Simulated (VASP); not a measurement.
A run of VASP 6.6.1 is set up as follows.

Contents of INCAR:

```
SYSTEM = Rb
PREC     = Accurate       ! precision mode
ENCUT    = 520            ! plane-wave cutoff, eV
EDIFF    = 1E-7           ! SCF threshold, eV
ISMEAR   = 0              ! smearing method
SIGMA    = 0.15           ! smearing width, eV
LREAL    = .False.        ! projectors in reciprocal space
LASPH    = .True.         ! aspherical terms in the spheres
NELM     = 60             ! most SCF steps
ALGO     = Fast           ! electronic algorithm
ISIF     = 2              ! what is computed and relaxed
LWAVE    = .False.        ! write WAVECAR
LCHARG   = .False.        ! write CHGCAR
GGA      = CA             ! functional
NBANDS   = 10             ! bands
```

KPOINTS

```
Automatic mesh
0
Gamma
  12 12 12
  0 0 0
```

The input POSCAR:

```
Rb
1.0
   -2.9297756525      2.9297756525      2.6940465770
    2.9297756525     -2.9297756525      2.6940465770
    2.7411923921      2.7411923921     -2.6940465770
Rb
1
Direct
    0.0000000000      0.0000000000      0.0000000000
```

Potentials or basis: VASP PAW LDA potentials, release 64 (Rb_sv).

Command:

```sh
$ cat potpaw_LDA.64/Rb_sv/POTCAR > POTCAR
$ mpirun -np 1 vasp_std > vasp.out
```

**Question.** Estimate the pressure.

**Answer.** -0.3 GPa.

**Question.** Estimate the band gap on the k mesh.

**Answer.** Zero (an odd number of electrons rules out a gap without spin polarisation).

Stress tensor (GPa, compression positive):
```
-0.31  0.12  0.00
 0.12 -0.31  0.00
 0.00  0.00 -0.30
```
